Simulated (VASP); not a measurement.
The system is Se.

```
CELL_PARAMETERS angstrom
2.86649 0.00000 0.00000
0.00000 2.86649 0.00000
0.00000 0.00000 2.86649
ATOMIC_POSITIONS crystal
Se 0.00000 0.00000 0.00000
```

* Program: VASP 6.6.1
* Task: relaxation of cell and atoms
* Functional: PBEsol
* Potentials or basis: VASP PAW PBE potentials, release 64 (Se)
* Cutoff: 600 eV
* k mesh: 11 × 11 × 11
* Occupations: fermi-dirac, width 0.1 eV
* Spin: no spin polarisation

At the start: pressure -5.7 GPa; volume 23.55 Å³/atom.

Q: Where does the relaxation end?

A: Over 3 steps the energy falls by 36.3 meV/atom and the volume is 21.66 Å³/atom (-8.0 %); space group Pm-3m (No. 221, to 0.05 Å).

The path:
```csv
step,energy change (eV),largest force (eV/Å),pressure (GPa),volume (Å³)
1,0.0000,0.0000,-5.66,23.55
2,-0.0275,0.0000,3.50,20.83
3,-0.0363,0.0000,0.00,21.66
```

Final structure:
```
Se
1.0
     2.78744    0.00000    0.00000
     0.00000    2.78744    0.00000
     0.00000    0.00000    2.78744
Se
1
Direct
  0.00000 0.00000 0.00000
```

Caveat: the PAW data sets were made with another functional, which shifts forces and pressure a little.
